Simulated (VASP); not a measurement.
Wanted: the native input for a VASP 6.6.1 run.

```
Task                   : single point
Functional             : PBE
Potentials or basis    : VASP PAW PBE potentials, release 64 (Li_sv, Ca_sv, Sc_sv)
Cutoff                 : 750 eV
k mesh                 : 12 × 12 × 4
Occupations            : gaussian, width 0.1 eV
Spin                   : collinear spin
Starting moments       : [0.0, 0.0, 0.0, 0.36, 0.36] μB
Dipole correction      : no
Further INCAR settings : ALGO = Normal; EDIFF = 1e-06; NBANDS = 31
```

The structure of Li2CaSc2 lies in POSCAR:

```
Li2CaSc2
1.0
    3.3925283479      0.0000000000      0.0000000000
    0.0000000000      3.3925283479      0.0000000000
    0.0000000000      0.0000000000     11.0275636801
Li Ca Sc
2 1 2
Direct
    0.5000000000      0.5000000000      0.0000000000
    0.0000000000      0.0000000000      0.0000000000
    0.5000000000      0.5000000000      0.5000000000
    0.0000000000      0.0000000000      0.2527366121
    0.0000000000      0.0000000000      0.7472633879
```

The cell was built from a structure type or drawn by symmetry, and may not be a known phase.

These files were run (other wordings do the same):

INCAR

```
PREC = Accurate ; ENCUT = 750
EDIFF = 1E-6 ; ISMEAR = 0
SIGMA = 0.1 ; LREAL = False
LASPH = True ; NELM = 200
ALGO = Normal ; ISIF = 2
LWAVE = False ; LCHARG = False
ISPIN = 2 ; MAGMOM = 0 0 0 0.36 0.36
LORBIT = 11 ; LMAXMIX = 4
GGA = PE ; NBANDS = 31
GGA_COMPAT = False ; KPAR = 4
```

KPOINTS

```
Automatic mesh
0
Gamma
  12 12 4
```

Potentials or basis: VASP PAW PBE potentials, release 64 (Li_sv, Ca_sv, Sc_sv).

The run is started by

```sh
$ cat potpaw_PBE.64/Li_sv/POTCAR potpaw_PBE.64/Ca_sv/POTCAR potpaw_PBE.64/Sc_sv/POTCAR > POTCAR
$ mpirun -np 4 vasp_std > vasp.out
```

It gave:

- Pressure: 0.0 GPa
- Largest force: 0.004 eV/Å
- Net moment: 1.66 μB per cell
- Site moments: Li +0.01; Ca +0.06; Sc +0.37 μB
- Valence electrons inside the program's atomic spheres: Li 2.10, 2.12; Ca 8.16; Sc 9.23

It took 4.2 min on 4 MPI ranks on Intel(R) Xeon(R) 6975P-C (Granite Rapids), with other jobs on the host, peak memory 0.97 GiB a rank.
